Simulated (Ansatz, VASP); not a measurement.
## Two plane-wave programs on Cd4SeS3

File INCAR:

```
SYSTEM = Cd4SeS3
PREC = Accurate
ENCUT = 520
EDIFF = 1E-6
ISMEAR = 0
SIGMA = 0.1
LREAL = .FALSE.
LASPH = .TRUE.
NELM = 100
ALGO = Normal
ISIF = 2
LWAVE = .FALSE.
LCHARG = .FALSE.
GGA = PE
NBANDS = 46
```

Contents of KPOINTS:

```
Automatic mesh
0
G
  4 4 4
  0 0 0
```

POSCAR

```
Cd4SeS3
1.0
    5.9929316000      0.0000000000      0.0000000000
    0.0000000000      5.9929316000      0.0000000000
   -2.9964658000     -2.9964658000      5.9891456000
Cd Se S
4 1 3
Direct
    0.3707580000      0.8851040000      0.2558620000
    0.8851040000      0.3707580000      0.2558620000
    0.1148960000      0.1148960000      0.7441380000
    0.6292420000      0.6292420000      0.7441380000
    0.5000000000      0.5000000000      1.0000000000
    0.2500000000      0.7500000000      0.5000000000
    0.7500000000      0.2500000000      0.5000000000
    0.0000000000      0.0000000000      0.0000000000
```

Input for Ansatz:

```yaml
crystal:
  lattice:
    - [5.9929316, 0.0, 0.0]
    - [0.0, 5.9929316, 0.0]
    - [-2.9964658, -2.9964658, 5.9891456]
  atoms:
    - { symbol: Cd, position: [0.370758, 0.885104, 0.255862] }
    - { symbol: Cd, position: [0.885104, 0.370758, 0.255862] }
    - { symbol: Cd, position: [0.114896, 0.114896, 0.744138] }
    - { symbol: Cd, position: [0.629242, 0.629242, 0.744138] }
    - { symbol: Se, position: [0.5, 0.5, 1.0] }
    - { symbol: S, position: [0.25, 0.75, 0.5] }
    - { symbol: S, position: [0.75, 0.25, 0.5] }
    - { symbol: S, position: [0.0, 0.0, 0.0] }
basis:
  ecutwfc: 420
kpoints:
  mp_grid: { grid: [4, 4, 4] }
hamiltonian:
  xc: pbe
scf:
  occupations: { method: gaussian, width: 0.1 }
  lower_state_search: "off"
output:
  forces: true
  stress: true
  eigenvalues: true
```

Alike in both runs: task single point; functional PBE; k mesh 4 × 4 × 4; occupations gaussian, width 0.1 eV; no spin polarisation.

```csv
,VASP,Ansatz
version,VASP 6.6.1,Ansatz 0.2.0
potentials or method,"VASP PAW PBE potentials, release 64 (Cd, Se, S), cutoff 520 eV","scalar-relativistic, plane waves, PAW"
valence electrons in the cell,72,114
```

```tsv
	VASP	Ansatz	Ansatz less VASP
gap on the k mesh at the Fermi level (eV)	0.89	0.89	-0.001
least direct gap on the mesh (eV)	0.89	0.89	-0.001
pressure (GPa)	0.3	0.0	-0.28
rms of the force components (eV/Å)	0.004	0.004	+0.0002
```

Atom by atom the forces differ by 0.000 eV/Å (rms over components). VASP's potentials hold 72 valence electrons a cell and Ansatz's 114, so a difference there can come from the potentials and not from the codes.
